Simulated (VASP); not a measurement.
Wanted: the native input for a VASP 6.6.1 run.

* Task: relaxation of cell and atoms
* Functional: r2SCAN
* Dispersion: D4
* Potentials or basis: VASP PAW PBE potentials, release 64 (Si)
* Cutoff: 600 eV
* k mesh: 12 × 12 × 12
* Occupations: fermi-dirac, width 0.1 eV
* Spin: no spin polarisation
* Dipole correction: no
* Further INCAR settings: ALGO = Normal; EDIFF = 1e-06; IBRION = 2; EDIFFG = -0.01; NSW = 80; ISIF = 3

Crystal: Si.

```xyz
2
Lattice="-2.3714 2.3714 1.3293 2.3714 -2.3714 1.3293 2.3714 2.3714 -1.3293" Properties=species:S:1:pos:R:3 pbc="T T T"
Si    2.3714    0.0000    0.6646
Si    0.0000    0.0000    1.3293
```

These files were run (other wordings do the same):

POSCAR

```
Si
1.0
   -2.3713700000      2.3713700000      1.3292700000
    2.3713700000     -2.3713700000      1.3292700000
    2.3713700000      2.3713700000     -1.3292700000
Si
2
Direct
    0.2500000000      0.7500000000      0.5000000000
    0.5000000000      0.5000000000      0.0000000000
```

INCAR.step1

```
  ALGO = Normal
  EDIFF = 1E-4
  ENCUT = 600
  GGA = PE
  ISMEAR = -1
  LASPH = True
  LCHARG = False
  LREAL = False
  LWAVE = True
  NELM = 80
  PREC = Accurate
  SIGMA = 0.1
```

INCAR.step2

```
  ALGO = Normal
  EDIFF = 1E-6
  EDIFFG = -0.01
  ENCUT = 600
  IBRION = 2
  ISIF = 3
  ISMEAR = -1
  ISTART = 1
  IVDW = 13
  LASPH = True
  LCHARG = False
  LMIXTAU = True
  LREAL = False
  LWAVE = False
  METAGGA = R2SCAN
  NELM = 80
  NSW = 80
  PREC = Accurate
  SIGMA = 0.1
  VDW_A1 = 0.51559235
  VDW_A2 = 5.77342911
  VDW_S6 = 1.0
  VDW_S8 = 0.6018749
```

KPOINTS

```
k-points
0
Gamma
  12 12 12
```

Potentials or basis: VASP PAW PBE potentials, release 64 (Si).

Command:

```sh
$ cat potpaw_PBE.64/Si/POTCAR > POTCAR
$ cp INCAR.step1 INCAR
$ mpirun -np 1 vasp_std > vasp.out
$ cp INCAR.step2 INCAR
$ mpirun -np 1 vasp_std > vasp.out
```

Results of the run:

```json
{
  "Relaxed volume": "15.04 Å³/atom",
  "Relaxed cell": "a = 3.635 Å, b = 3.635 Å, c = 3.635 Å, α = 97.43°, β = 97.43°, γ = 137.83°",
  "Space group after relaxing (to 0.1 Å)": "I4_1/amd (No. 141)",
  "Energy gained by relaxing": "3.8 meV/atom",
  "Ionic steps": "7",
  "Pressure after relaxing": "0.0 GPa",
  "Band gap on the k mesh": "zero (bands 4 and 5 overlap by 6.76 eV)",
  "Dispersion energy per atom": "-0.154 eV"
}
```

Caveat: the PAW data sets were made with another functional, which shifts forces and pressure a little.

Run time: 10 min on 1 thread of AMD EPYC 9R45 96-Core Processor (Zen 5), with other jobs on the host, peak memory 0.16 GiB.
